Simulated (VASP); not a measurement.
A run of VASP 6.6.1:

The input POSCAR:

```
Ti
1.0
    0.0000000000      2.0001926808      2.0001926808
    2.0001926808      0.0000000000      2.0001926808
    2.0001926808      2.0001926808      0.0000000000
Ti
1
Direct
    0.0000000000      0.0000000000      0.0000000000
```

Contents of INCAR.step1:

```
PREC     = Accurate       # precision mode
ENCUT    = 520            # plane-wave cutoff, eV
ISMEAR   = -1             # smearing method
SIGMA    = 0.1            # smearing width, eV
LREAL    = False          # projectors in reciprocal space
LASPH    = True           # aspherical terms in the spheres
NELM     = 100            # most SCF steps
NBANDS   = 12             # bands
GGA      = PE             # functional
ALGO     = Normal         # electronic algorithm
EDIFF    = 1E-4           # SCF threshold, eV
LWAVE    = True           # write WAVECAR
LCHARG   = False          # write CHGCAR
```

The input INCAR.step2:

```
PREC     = Accurate       # precision mode
ENCUT    = 520            # plane-wave cutoff, eV
EDIFF    = 1E-7           # SCF threshold, eV
ISMEAR   = -1             # smearing method
SIGMA    = 0.1            # smearing width, eV
LREAL    = False          # projectors in reciprocal space
LASPH    = True           # aspherical terms in the spheres
NELM     = 100            # most SCF steps
ALGO     = Normal         # electronic algorithm
ISIF     = 2              # what is computed and relaxed
LWAVE    = False          # write WAVECAR
LCHARG   = True           # write CHGCAR
METAGGA  = R2SCAN         # meta-GGA
LMIXTAU  = True         
LELF     = True           # ELF
LVHAR    = True         
NBANDS   = 12             # bands
ISTART   = 1
```

The input KPOINTS:

```
regular mesh
0
Gamma
  14 14 14
```

Potentials or basis: VASP PAW PBE potentials, release 64 (Ti_sv).

Run with:

```console
$ cat potpaw_PBE.64/Ti_sv/POTCAR > POTCAR
$ cp INCAR.step1 INCAR
$ mpirun -np 1 vasp_std > vasp.out
$ cp INCAR.step2 INCAR
$ mpirun -np 1 vasp_std > vasp.out
```

Hardware: 1 thread of Intel(R) Xeon(R) 6975P-C (Granite Rapids) (shared host).

Task: How long does it take, and how much memory?

Result: Wall time 43 s on 1 thread of Intel(R) Xeon(R) 6975P-C (Granite Rapids), with other jobs on the host, peak memory 0.15 GiB. Counts: k points 104.
